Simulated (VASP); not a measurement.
**Li16H15 (a cell with a defect): relaxation of the atoms with PBE**

The system is Li16H15 (a cell with a defect).

```
Li H
1.0
    -4.00710    4.00710   -4.00710
     4.00710   -4.00710   -4.00710
    -4.00710   -4.00710    4.00710
Li H
16 15
Cartesian
  -2.0315 -4.0071 2.0036
  -6.0107 -2.0036 0.0000
  -1.9756 0.0000 -2.0036
  -4.0071 -2.0036 2.0036
  -2.0036 -2.0036 0.0000
  -4.0071 -4.0071 -4.0071
  -4.0071 2.0315 -2.0036
  -2.0036 -4.0071 -2.0036
  -4.0071 0.0000 0.0279
  -2.0036 -6.0107 0.0000
  2.0036 -4.0071 -2.0036
  -4.0071 -2.0315 -2.0036
  -2.0036 -2.0036 -4.0071
  -4.0071 -4.0071 0.0000
  0.0000 -2.0036 -2.0036
  0.0000 -4.0071 -0.0279
  -4.0071 -2.0049 0.0013
  0.0000 0.0000 -2.0036
  -2.0049 -2.0022 2.0036
  0.0000 -2.0022 -0.0013
  -6.0120 0.0000 0.0013
  -2.0022 2.0049 -2.0036
  0.0000 -4.0071 -2.0036
  -2.0022 0.0000 0.0013
  0.0000 -6.0120 -0.0013
  0.0000 0.0000 -6.0107
  -2.0022 -2.0049 -2.0036
  0.0000 -2.0022 -4.0058
  -2.0049 -4.0071 -0.0013
  2.0022 -2.0049 -2.0036
  -2.0022 0.0000 -4.0084
```

This cell differs from its parent crystal: atoms taken out.

```yaml
Program: VASP 6.6.1
Task: relaxation of the atoms
Functional: PBE
Potentials_or_basis: VASP PAW PBE potentials, release 64 (Li_sv, H)
Cutoff: 520 eV
k_mesh: 1 × 1 × 1
Occupations: gaussian, width 0.01 eV
Spin: no spin polarisation
Dipole_correction: no
Charge: -1
Further_INCAR_settings: LREAL = Auto; ALGO = Normal; EDIFF = 1e-07; IBRION = 2; EDIFFG = -0.025; NSW = 65; NELECT = 64.0
```

* Energy gained by relaxing: 4.5 meV/atom
* Ionic steps: 6
* Largest force after relaxing: 0.021 eV/Å

Forces on the atoms (eV/Å):
```
Li  -0.021  0.000  0.000
Li   0.000  0.000  0.000
Li   0.021  0.000  0.000
Li   0.000  0.000  0.000
Li   0.000  0.000  0.000
Li   0.000  0.000  0.000
Li   0.000  0.021  0.000
Li   0.000  0.000  0.000
Li   0.000  0.000  0.021
Li   0.000  0.000  0.000
Li   0.000  0.000  0.000
Li   0.000 -0.021  0.000
Li   0.000  0.000  0.000
Li   0.000  0.000  0.000
Li   0.000  0.000  0.000
Li   0.000  0.000 -0.021
H    0.000 -0.010  0.010
H    0.000  0.000  0.000
H   -0.010  0.010  0.000
H    0.000  0.010 -0.010
H   -0.010  0.000  0.010
H    0.010  0.010  0.000
H    0.000  0.000  0.000
H    0.010  0.000  0.010
H    0.000 -0.010 -0.010
H    0.000  0.000  0.000
H    0.010 -0.010  0.000
H    0.000  0.010  0.010
H   -0.010  0.000 -0.010
H   -0.010 -0.010  0.000
H    0.010  0.000 -0.010
```

Step by step:
| step | energy change (eV) | largest force (eV/Å) | pressure (GPa) |
| --- | --- | --- | --- |
| 1 | 0.0000 | 0.2374 | 4.27 |
| 2 | -0.0231 | 0.2235 | 4.33 |
| 3 | -0.0833 | 0.1691 | 4.53 |
| 4 | -0.1345 | 0.0888 | 4.80 |
| 5 | -0.1365 | 0.0366 | 4.77 |
| 6 | -0.1384 | 0.0208 | 4.79 |

Final structure:
```
Li H
1.0
    -4.00710    4.00710   -4.00710
     4.00710   -4.00710   -4.00710
    -4.00710   -4.00710    4.00710
Li H
16 15
Direct
  0.99069 0.25000 0.74069
  0.75000 0.25000 0.00000
  0.50931 0.25000 0.25931
  0.25000 0.00000 0.75000
  0.25000 0.25000 0.50000
  0.00000 0.00000 0.00000
  0.75000 0.00931 0.25931
  0.50000 0.75000 0.75000
  0.50931 0.00931 0.50000
  0.25000 0.75000 0.00000
  0.00000 0.75000 0.25000
  0.75000 0.49069 0.74069
  0.75000 0.75000 0.50000
  0.50000 0.50000 0.00000
  0.25000 0.50000 0.25000
  0.99069 0.49069 0.50000
  0.49550 0.25000 0.75450
  0.25000 0.25000 0.00000
  0.00450 0.99550 0.50000
  0.00450 0.25000 0.24550
  0.75000 0.99550 0.75450
  0.49550 0.99550 0.99100
  0.25000 0.75000 0.50000
  0.24100 0.99550 0.24550
  0.00450 0.75900 0.75450
  0.75000 0.75000 0.00000
  0.49550 0.50450 0.50000
  0.49550 0.74100 0.24550
  0.25900 0.50450 0.75450
  0.00450 0.50450 0.00900
  0.75000 0.50450 0.24550
```

Levels at points of the mesh, in eV from the Fermi level:
```csv
k point,band 28,band 29,band 30,band 31,band 32,band 33,band 34,band 35,band 36,band 37
"(0.00, 0.00, 0.00)",-5.57,-3.78,-2.98,-2.98,-0.06,0.05,0.05,0.05,4.42,4.42
```

It took 5.2 min on 1 thread of Intel(R) Xeon(R) Platinum 8259CL CPU @ 2.50GHz (Skylake/Cascade Lake), on a shared host, peak memory 0.39 GiB.

Caveat: the k points lie up to 1.11 Å⁻¹ apart; the cell carries a net charge on a neutralising background, which shifts energy and pressure; the cell differs from its parent crystal (atoms taken out); the cell is charged against a uniform background, so pressure and absolute levels hang on convention; the cutoff is under 1.25 times the usual one of these potentials, so pressure, stress and relaxed cells hold a basis-set (Pulay) error.
